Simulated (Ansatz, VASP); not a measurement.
One calculation of Ti, two programs

The input INCAR:

```
SYSTEM = Ti
PREC     = Accurate       ! precision mode
ENCUT    = 520            ! plane-wave cutoff, eV
EDIFF    = 1E-6           ! SCF threshold, eV
ISMEAR   = -1             ! smearing method
SIGMA    = 0.05           ! smearing width, eV
LREAL    = .FALSE.        ! projectors in reciprocal space
LASPH    = .TRUE.         ! aspherical terms in the spheres
NELM     = 80             ! most SCF steps
ALGO     = Normal         ! electronic algorithm
ISIF     = 2              ! what is computed and relaxed
LWAVE    = .FALSE.        ! write WAVECAR
LCHARG   = .FALSE.        ! write CHGCAR
GGA      = PE             ! functional
NBANDS   = 12             ! bands
```

KPOINTS

```
regular mesh
0
G
  14 14 14
  0 0 0
```

POSCAR

```
Ti
1.0
   -1.6245900000      1.6245900000      1.6410000000
    1.6245900000     -1.6245900000      1.6410000000
    1.6245900000      1.6245900000     -1.6410000000
Ti
1
Direct
    0.0000000000      0.0000000000      0.0000000000
```

Input for Ansatz:

```yaml
crystal:
  lattice:
    - [-1.62459, 1.62459, 1.641]
    - [1.62459, -1.62459, 1.641]
    - [1.62459, 1.62459, -1.641]
  atoms:
    - { symbol: Ti, position: [0.0, 0.0, 0.0] }
kpoints:
  mp_grid: { grid: [14, 14, 14] }
  band_path:
    path:
      - [0.0, 0.0, 0.0]
      - [0.0, 0.0, 0.5]
      - [0.25, 0.25, 0.25]
      - [0.0, 0.5, 0.0]
      - [0.0, 0.0, 0.0]
      - [0.5, 0.5, -0.5]
      - [0.495025, 0.504975, -0.495025]
      - [-0.495025, 0.495025, 0.495025]
      - [0.0, 0.0, 0.0]
    npoints: 5
scf:
  occupations: { method: fermi_dirac, width: 0.05 }
hamiltonian:
  xc: pbe
  pseudopotentials: { kind: all_electron, lapw: { basis_error: 0.00025 } }
output:
  forces: true
  stress: true
  eigenvalues: true
```

Change from the starting cell: equal xx and yy strain of -1 %.

Alike in both runs: task single point; functional PBE; k mesh 14 × 14 × 14; occupations fermi-dirac, width 0.05 eV; no spin polarisation.

```csv
,VASP,Ansatz
version,VASP 6.6.1,Ansatz 0.2.0
potentials or method,"VASP PAW PBE potentials, release 64 (Ti_sv), cutoff 520 eV","all-electron LAPW, scalar-relativistic"
```

|  | VASP | Ansatz | Ansatz less VASP |
| --- | --- | --- | --- |
| pressure (GPa) | -0.6 | -0.4 | +0.24 |
| traceless stress, the component that is largest in VASP (GPa) | 0.18 | 0.18 | +0.002 |

Ansatz ran all-electron here, and VASP with PAW potentials.
